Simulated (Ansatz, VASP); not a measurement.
## SnW4: VASP beside Ansatz

```xyz
5
Lattice="4.5878 0.0000 0.0000 0.0000 4.5878 0.0000 0.0000 0.0000 8.9221" Properties=species:S:1:pos:R:3 pbc="T T T"
Sn    0.0000    0.0000    4.4611
W     0.0000    2.2939    4.4611
W     2.2939    0.0000    4.4611
W     2.2939    2.2939    3.1748
W     2.2939    2.2939    5.7473
```

Alike in both runs: task single point; functional PBE; k mesh 4 × 4 × 2; occupations gaussian, width 0.1 eV; no spin polarisation.

|  | VASP | Ansatz |
| --- | --- | --- |
| version | VASP 6.6.1 | Ansatz 0.2.0 |
| potentials or method | VASP PAW PBE potentials, release 64 (Sn_d, W_sv), cutoff 520 eV | scalar-relativistic, plane waves, PAW |
| valence electrons in the cell | 70 | 70 |

|  | VASP | Ansatz | Ansatz less VASP |
| --- | --- | --- | --- |
| gap on the k mesh at the Fermi level (eV) | none | none | - |
| pressure (GPa) | 20.1 | 19.7 | -0.39 |
| traceless stress, the component that is largest in VASP (GPa) | -19.83 | -19.60 | +0.234 |
| rms of the force components (eV/Å) | 0.091 | 0.057 | -0.0347 |

Atom by atom the forces differ by 0.035 eV/Å (rms over components). A gap of «none» marks a metal or a gap that the smearing closes.

Neither program's run includes spin-orbit coupling.
